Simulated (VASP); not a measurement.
# Zn (Fm-3m) in VASP: notebook

The runs below take Zn through single point, with PBE, r2SCAN.

All numbers are computed with VASP 6.6.1; they aren't measurements. Logs are shortened: lines on timing, memory, paths and dates and some standing lists are left out, and cuts for length are marked.

### Step 1. The cell of the first run

It takes space group Fm-3m (No. 225, cubic). The conventional cell has a = 3.931 Å, b = 3.931 Å, c = 3.931 Å, α = 90.00°, β = 90.00°, γ = 90.00°. Zn (site symmetry m-3m) has 12 Zn at 2.78 Å within 3.7 Å.

### Step 2. Single point, PBE

The input, INCAR:

```
PREC     = Accurate       # precision mode
ENCUT    = 520            # plane-wave cutoff, eV
EDIFF    = 1E-7           # SCF threshold, eV
ISMEAR   = 0              # smearing method
SIGMA    = 0.05           # smearing width, eV
LREAL    = False          # projectors in reciprocal space
LASPH    = True           # aspherical terms in the spheres
NELM     = 60             # most SCF steps
ALGO     = Normal         # electronic algorithm
ISIF     = 2              # what is computed and relaxed
LWAVE    = False          # write WAVECAR
LCHARG   = False          # write CHGCAR
GGA      = PE             # functional
NBANDS   = 12             # bands
```

The input, KPOINTS:

```
regular mesh
0
Gamma
  8 8 8
```

The input, POSCAR:

```
Zn
1.0
    0.0000000000      1.9655130775      1.9655130775
    1.9655130775      0.0000000000      1.9655130775
    1.9655130775      1.9655130775      0.0000000000
Zn
1
Direct
    0.0000000000      0.0000000000      0.0000000000
```

Potentials or basis: VASP PAW PBE potentials, release 64 (Zn).

The run is started by

```bash
$ cat potpaw_PBE.64/Zn/POTCAR > POTCAR
$ mpirun -np 1 vasp_std > vasp.out
```

OUTCAR:

```text
PREC = Accurate
   ENCUT = 520
   EDIFF = 1E-7
   ISMEAR = 0
   LREAL = False
   LASPH = True
   NELM = 60
   ISIF = 2
   GGA = PE

 ion  position               nearest neighbor table
   1  0.000  0.000  0.000-

  LATTYP: Found a face centered cubic cell.
 ALAT       =     3.9310261550

  Lattice vectors:

 A1 = (   0.0000000000,   1.9655130775,   1.9655130775)
 A2 = (   1.9655130775,   0.0000000000,   1.9655130775)
 A3 = (   1.9655130775,   1.9655130775,   0.0000000000)

Analysis of symmetry for initial positions (statically):
=====================================================================
 Subroutine PRICEL returns:
 Original cell was already a primitive cell.

 Routine SETGRP: Setting up the symmetry group for a
 face centered cubic supercell.

 Subroutine GETGRP returns: Found 48 space group operations
 (whereof 48 operations were pure point group operations)
 out of a pool of 48 trial point group operations.

The static configuration has the point symmetry O_h .

Analysis of symmetry for dynamics (positions and initial velocities):
=====================================================================
 Subroutine PRICEL returns:
 Original cell was already a primitive cell.

 Routine SETGRP: Setting up the symmetry group for a
 face centered cubic supercell.

 Subroutine GETGRP returns: Found 48 space group operations
 (whereof 48 operations were pure point group operations)
 out of a pool of 48 trial point group operations.

The dynamic configuration has the point symmetry O_h .

 Subroutine INISYM returns: Found 48 space group operations
 (whereof 48 operations are pure point group operations),
 and found     1 'primitive' translations

----------------------------------------------------------------------------------------

                                     Primitive cell

  volume of cell :      15.1865

  direct lattice vectors                    reciprocal lattice vectors
     0.000000000  1.965513078  1.965513078    -0.254386504  0.254386504  0.254386504
     1.965513078  0.000000000  1.965513078     0.254386504 -0.254386504  0.254386504
     1.965513078  1.965513078  0.000000000     0.254386504  0.254386504 -0.254386504

  length of vectors
     2.779655251  2.779655251  2.779655251     0.440610349  0.440610349  0.440610349

  position of ions in fractional coordinates (direct lattice)
     0.000000000  0.000000000  0.000000000

  ion indices of the primitive-cell ions
   primitive index   ion index
                 1           1

----------------------------------------------------------------------------------------

 KPOINTS: regular mesh

Automatic generation of k-mesh.
 Grid dimensions read from file:
 generate k-points for:    8    8    8

 Generating k-lattice:

  Cartesian coordinates                     Fractional coordinates (reciprocal lattice)
    -0.031798313  0.031798313  0.031798313     0.125000000  0.000000000  0.000000000
     0.031798313 -0.031798313  0.031798313     0.000000000  0.125000000  0.000000000
     0.031798313  0.031798313 -0.031798313     0.000000000  0.000000000  0.125000000

  Length of vectors
     0.055076294  0.055076294  0.055076294

  Shift w.r.t. Gamma in fractional coordinates (k-lattice)
     0.000000000  0.000000000  0.000000000

 Subroutine IBZKPT returns following result:
 ===========================================

 Found     29 irreducible k-points:

 Following reciprocal coordinates:
            Coordinates               Weight
  0.000000  0.000000  0.000000      1.000000
  0.125000  0.000000  0.000000      8.000000
  0.250000  0.000000  0.000000      8.000000
  0.375000  0.000000  0.000000      8.000000
  0.500000  0.000000  0.000000      4.000000
  0.125000  0.125000  0.000000      6.000000
[... 16 lines left out ...]
  0.500000  0.250000  0.125000     48.000000
 -0.375000  0.250000  0.125000     24.000000
 [... further k-points ...]
   k-points           NKPTS =     29   k-points in BZ     NKDIM =     29   number of bands    NBANDS=     12
   number of dos      NEDOS =    301   number of ions     NIONS =      1
   total plane-waves  NPLWV =  13824
   dimension x,y,z NGX =    24 NGY =   24 NGZ =   24
   dimension x,y,z NGXF=    48 NGYF=   48 NGZF=   48
   ions per type =               1
   NGX,Y,Z   is equivalent  to a cutoff of  14.35, 14.35, 14.35 a.u.
   NGXF,Y,Z  is equivalent  to a cutoff of  28.71, 28.71, 28.71 a.u.
 SYSTEM =  unknown system
   PREC   = accura    normal or accurate (medium, high low for compatibility)
   ISTART =      0    job   : 0-new  1-cont  2-samecut
   ICHARG =      2    charge: 1-file 2-atom 10-const
   ISPIN  =      1    spin polarized calculation?
   LNONCOLLINEAR =      F non collinear calculations
   LSORBIT =      F    spin-orbit coupling
   LASPH  =      T    aspherical Exc in radial PAW
   ENCUT  =  520.0 eV  38.22 Ry    6.18 a.u.   5.17  5.17  5.17*2*pi/ulx,y,z
   NELM   =     60;   NELMIN=  2; NELMDL= -5     # of ELM steps
   EDIFF  = 0.1E-06   stopping-criterion for ELM
   LREAL  =      F    real-space projection
   EDIFFG = 0.1E-05   stopping-criterion for IOM
   NSW    =      0    number of steps for IOM
   IBRION =     -1    ionic relax: 0-MD 1-quasi-New 2-CG
   NFREE  =      0    steps in history (QN), initial steepest desc. (CG)
   ISIF   =      2    stress and relaxation
   ISYM   =      2    0-nonsym 1-usesym 2-fastsym
   POTIM  = 0.5000    time-step for ionic-motion
   TEBEG  =    0.0;   TEEND  =   0.0 temperature during run
   PSTRESS=    0.0 pullay stress
   NELECT =      12.0000    total number of electrons
   NUPDOWN=      -1.0000    fix difference up-down
   EMIN   =  10.00;   EMAX   =-10.00  energy-range for DOS
   EFERMI =   0.00;   METHOD = LEGACY
   ISMEAR =     0;   SIGMA  =   0.05  broadening in eV -4-tet -1-fermi 0-gaus
   EFERMI_NEDOS =   21; number of points for ismear=-14 and -15
   IALGO  =     38    algorithm
   IMIX   =      4    mixing-type and parameters
     AMIX     =   0.40;   BMIX     =  1.00
     AMIX_MAG =   1.60;   BMIX_MAG =  1.00
  volume/ion in A,a.u.               =      15.19       102.48
  Fermi-wavevector in a.u.,A,eV,Ry     =   1.513501  2.860102 31.166655  2.290685
  Thomas-Fermi vector in A             =   2.623283
   LORBIT       =      0    0 simple, 1 ext, 2 COOP (PROOUT), +10 PAW based schemes
   GGA     = PE    functional components
   LHFCALC =     F    Hartree Fock is set to
   AEXX    =    0.0000 exact exchange contribution
   IVDW    =     0    specifies the selected vdW correction
   LEPSILON=     F    determine dielectric tensor
   LRPA    =     F    only Hartree local field effects (RPA)
 non-spin polarized calculation
 Gauss-broadening in eV      SIGMA  =   0.05
  energy-cutoff  :      520.00
  volume of cell :       15.19
 maximum number of plane-waves:       419
 NGX is ok and might be reduce to    24
   NGX = 11   NGY = 11   NGZ = 11

 number of electron      12.0000008 magnetization

 Free energy of the ion-electron system (eV)
  ---------------------------------------------------
  ext. energy  EPLUGINS =         0.00000000
  ---------------------------------------------------
  free energy    TOTEN  =        -1.07942742 eV

  energy without entropy =       -1.07891925  energy(sigma->0) =       -1.07917334

 E-fermi :   2.7750     XC(G=0): -11.5708

 val. band max:        2.5826222239   @ k =  -0.3750   0.3750   0.1250
 cond. band min:       2.8238502501   @ k =   0.5000   0.1250   0.0000
 fundamental gap:      0.2412280262
 Fermi energy:         2.7749540359

 k-point     1 :       0.0000    0.0000    0.0000
  band No.  band energies     occupation
      1      -7.2694      2.00000
      2      -4.5383      2.00000
      3      -4.5383      2.00000
      4      -4.5383      2.00000
      5      -4.1588      2.00000
      6      -4.1588      2.00000
      7      21.3306      0.00000
      8      21.3306      0.00000
      9      21.3306      0.00000
     10      21.9603      0.00000
     11      24.1095      0.00000
     12      24.1095      0.00000

 k-point     2 :       0.1250    0.0000    0.0000
  band No.  band energies     occupation
      1      -6.8049      2.00000
      2      -4.5679      2.00000
      3      -4.4916      2.00000
      4      -4.4916      2.00000
      5      -4.1681      2.00000
      6      -4.1681      2.00000
      7      16.2105      0.00000
      8      20.2512      0.00000
      9      20.2512      0.00000
     10      21.6233      0.00000
     11      25.9744      0.00000
     12      25.9744      0.00000

 k-point     3 :       0.2500    0.0000    0.0000
  band No.  band energies     occupation
      1      -5.6617      2.00000
      2      -4.4588      2.00000
      3      -4.4588      2.00000
      4      -4.3745      2.00000
      5      -4.1062      2.00000
      6      -4.1062      2.00000
      7      10.3842      0.00000
      8      19.0769      0.00000
      9      19.0769      0.00000
     10      21.2019      0.00000
     11      24.9325      0.00000
     12      24.9325      0.00000
[... 286 lines left out ...]
 k-point    23 :       0.5000    0.2500    0.1250
  band No.  band energies     occupation
      1      -4.9067      2.00000
      2      -4.6396      2.00000
      3      -4.5031      2.00000
      4      -4.2302      2.00000
      5      -3.9664      2.00000
      6      -1.0853      2.00000
      7       6.4553      0.00000
      8      11.3078      0.00000
      9      13.8835      0.00000
     10      20.8844      0.00000
     11      24.0447      0.00000
     12      26.7203      0.00000

 k-point    24 :      -0.3750    0.2500    0.1250
  band No.  band energies     occupation
      1      -4.9321      2.00000
      2      -4.6982      2.00000
      3      -4.3418      2.00000
      4      -4.3016      2.00000
      5      -3.8987      2.00000
      6       1.9273      2.00000
      7       2.5189      2.00000
      8      11.8346      0.00000
      9      12.4110      0.00000
     10      20.7700      0.00000
     11      23.7302      0.00000
     12      31.3292      0.00000

 [... further k-points ...]

------------------------ aborting loop because EDIFF is reached ----------------------------------------

  FORCE on cell =-STRESS in cart. coord.  units (eV):
  Direction    XX          YY          ZZ          XY          YZ          ZX
  --------------------------------------------------------------------------------------
  -------------------------------------------------------------------------------------
  Total        0.0379548      0.0379548      0.0379548      0.0000000      0.0000000      0.0000000
  in kB        4.0042310      4.0042310      4.0042310      0.0000000      0.0000000      0.0000000
  external PRESSURE =       4.0042310 kB  Pullay stress =       0.0000000 kB

 VOLUME and BASIS-vectors are now :
 -----------------------------------------------------------------------------
  energy-cutoff  :      520.00
  volume of cell :       15.19
      direct lattice vectors                 reciprocal lattice vectors
     0.000000000  1.965513078  1.965513078    -0.254386504  0.254386504  0.254386504
     1.965513078  0.000000000  1.965513078     0.254386504 -0.254386504  0.254386504
     1.965513078  1.965513078  0.000000000     0.254386504  0.254386504 -0.254386504

 POSITION                                       TOTAL-FORCE (eV/Angst)
 -----------------------------------------------------------------------------------
      0.00000      0.00000      0.00000         0.000000      0.000000      0.000000
 -----------------------------------------------------------------------------------
    total drift:                               -0.000000     -0.000000     -0.000000

  FREE ENERGIE OF THE ION-ELECTRON SYSTEM (eV)
  ---------------------------------------------------
  free  energy   TOTEN  =        -1.0794274205 eV

  energy  without entropy=       -1.0789192543  energy(sigma->0) =       -1.07917334
```

Wall time 8 s (1 thread of AMD EPYC 9R45 (Zen 5), shared host); peak memory 0.1 GiB.

What came out:

```
Free energy            : -1.0794 eV
Pressure               : 0.4 GPa
Band gap on the k mesh : zero (band 6 reaches 5.33 eV, above the bottom of band 7 at 1.69 eV)
```

Levels at points of the mesh, in eV from the Fermi level:
```tsv
k point	band 2	band 3	band 4	band 5	band 6	band 7	band 8	band 9	band 10	band 11
(0.00, 0.00, 0.00)	-7.31	-7.31	-7.31	-6.93	-6.93	18.56	18.56	18.56	19.19	21.33
(0.50, 0.00, 0.00)	-7.32	-7.32	-6.65	-6.65	-2.59	-1.08	15.54	15.54	17.73	19.24
(0.50, 0.50, 0.00)	-7.92	-6.66	-6.58	-6.58	-0.69	2.03	8.73	8.73	12.37	13.53
```

### Step 3. Single point, r2SCAN

This run uses another cell than the first one, of 14.27 Å³/atom, 0.939 times its volume.

The input, POSCAR:

```
Zn
1.0
    0.0000000000      1.9249372662      1.9249372662
    1.9249372662      0.0000000000      1.9249372662
    1.9249372662      1.9249372662      0.0000000000
Zn
1
Direct
    0.0000000000      0.0000000000      0.0000000000
```

The input, INCAR.step1:

```
SYSTEM = Zn
PREC = Accurate
ENCUT = 520
ISMEAR = 0
SIGMA = 0.05
LREAL = .False.
LASPH = .True.
NELM = 80
NBANDS = 12
GGA = PE
ALGO = Normal
EDIFF = 1E-4
LWAVE = .True.
LCHARG = .False.
```

The input, INCAR.step2:

```
SYSTEM = Zn
PREC = Accurate
ENCUT = 520
EDIFF = 1E-6
ISMEAR = 0
SIGMA = 0.05
LREAL = .False.
LASPH = .True.
NELM = 80
ALGO = Normal
ISIF = 2
LWAVE = .False.
LCHARG = .False.
METAGGA = R2SCAN
LMIXTAU = .True.
NBANDS = 12
ISTART = 1
```

The input, KPOINTS:

```
regular mesh
0
Gamma
  18 18 18
  0 0 0
```

Potentials or basis: VASP PAW PBE potentials, release 64 (Zn).

The run is started by

```bash
$ cat potpaw_PBE.64/Zn/POTCAR > POTCAR
$ cp INCAR.step1 INCAR
$ mpirun -np 1 vasp_std > vasp.out
$ cp INCAR.step2 INCAR
$ mpirun -np 1 vasp_std > vasp.out
```

OUTCAR:

```text
SYSTEM = Zn
   PREC = Accurate
   ENCUT = 520
   EDIFF = 1E-6
   ISMEAR = 0
   LREAL = .False.
   LASPH = .True.
   NELM = 80
   ISIF = 2
   METAGGA = R2SCAN
   ISTART = 1

 ion  position               nearest neighbor table
   1  0.000  0.000  0.000-

  LATTYP: Found a face centered cubic cell.
 ALAT       =     3.8498745324

  Lattice vectors:

 A1 = (   0.0000000000,   1.9249372662,   1.9249372662)
 A2 = (   1.9249372662,   0.0000000000,   1.9249372662)
 A3 = (   1.9249372662,   1.9249372662,   0.0000000000)

Analysis of symmetry for initial positions (statically):
=====================================================================
 Subroutine PRICEL returns:
 Original cell was already a primitive cell.

 Routine SETGRP: Setting up the symmetry group for a
 face centered cubic supercell.

 Subroutine GETGRP returns: Found 48 space group operations
 (whereof 48 operations were pure point group operations)
 out of a pool of 48 trial point group operations.

The static configuration has the point symmetry O_h .

Analysis of symmetry for dynamics (positions and initial velocities):
=====================================================================
 Subroutine PRICEL returns:
[... 169 lines left out ...]
      6      -4.2761      2.00000
      7      23.5781      0.00000
      8      23.6663      0.00000
      9      23.6665      0.00000
     10      23.6665      0.00000
     11      26.0461      0.00000
     12      26.0462      0.00000
[... 331 lines left out ...]
 k-point    24 :      -0.2222    0.0556    0.0000
  band No.  band energies     occupation
      1      -6.1744      2.00000
      2      -4.7116      2.00000
      3      -4.5994      2.00000
      4      -4.5886      2.00000
      5      -4.2865      2.00000
      6      -4.1215      2.00000
      7      11.9412      0.00000
      8      18.7457      0.00000
      9      22.6463      0.00000
     10      23.6900      0.00000
     11      26.0482      0.00000
     12      26.8731      0.00000

 [... further k-points ...]

------------------------ aborting loop because EDIFF is reached ----------------------------------------

  FORCE on cell =-STRESS in cart. coord.  units (eV):
  Direction    XX          YY          ZZ          XY          YZ          ZX
  --------------------------------------------------------------------------------------
  -------------------------------------------------------------------------------------
  Total        0.0433200      0.0433200      0.0433200      0.0000000      0.0000000     -0.0000000
  in kB        4.8654058      4.8654058      4.8654058      0.0000000      0.0000000     -0.0000000
  external PRESSURE =       4.8654058 kB  Pullay stress =       0.0000000 kB

 VOLUME and BASIS-vectors are now :
 -----------------------------------------------------------------------------
  energy-cutoff  :      520.00
  volume of cell :       14.27
      direct lattice vectors                 reciprocal lattice vectors
     0.000000000  1.924937266  1.924937266    -0.259748725  0.259748725  0.259748725
     1.924937266  0.000000000  1.924937266     0.259748725 -0.259748725  0.259748725
     1.924937266  1.924937266  0.000000000     0.259748725  0.259748725 -0.259748725

 POSITION                                       TOTAL-FORCE (eV/Angst)
 -----------------------------------------------------------------------------------
      0.00000      0.00000      0.00000         0.000000      0.000000     -0.000000
 -----------------------------------------------------------------------------------
    total drift:                               -0.000000     -0.000000     -0.000000

  FREE ENERGIE OF THE ION-ELECTRON SYSTEM (eV)
  ---------------------------------------------------
  free  energy   TOTEN  =        -8.8677036436 eV

  energy  without entropy=       -8.8671331719  energy(sigma->0) =       -8.86741841
```

OUTCAR.step1:

```text
SYSTEM = Zn
   PREC = Accurate
   ENCUT = 520
   ISMEAR = 0
   LREAL = .False.
   LASPH = .True.
   NELM = 80
[... 576 lines left out ...]
 -----------------------------------------------------------------------------------
      0.00000      0.00000      0.00000        -0.000000     -0.000000      0.000000
 -----------------------------------------------------------------------------------
    total drift:                               -0.000000     -0.000000     -0.000000

  FREE ENERGIE OF THE ION-ELECTRON SYSTEM (eV)
  ---------------------------------------------------
  free  energy   TOTEN  =        -1.0700584371 eV

  energy  without entropy=       -1.0695812862  energy(sigma->0) =       -1.06981986
```

Run time: 1.7 min. Hardware: 1 thread of AMD EPYC 9R45 (Zen 5), shared host; peak memory 0.11 GiB.

What came out:

```yaml
Free_energy: -8.8677 eV
Pressure: 0.5 GPa
Band_gap_on_the_k_mesh: zero (band 6 reaches 5.18 eV, above the bottom of band 7 at 2.15 eV)
```

Levels at points of the mesh, in eV from the Fermi level:
```csv
k point,band 2,band 3,band 4,band 5,band 6,band 7,band 8,band 9,band 10,band 11
"(0.00, 0.00, 0.00)",-8.07,-8.07,-8.07,-7.63,-7.63,20.22,20.31,20.31,20.31,22.69
"(0.50, 0.00, 0.00)",-8.07,-8.07,-7.31,-7.31,-3.33,-1.20,16.98,16.98,18.78,20.42
"(0.50, 0.50, 0.00)",-8.79,-7.33,-7.23,-7.23,-1.22,2.21,9.33,9.33,12.82,14.74
```

Caveat: the PAW data sets were made with another functional, which shifts forces and pressure a little.
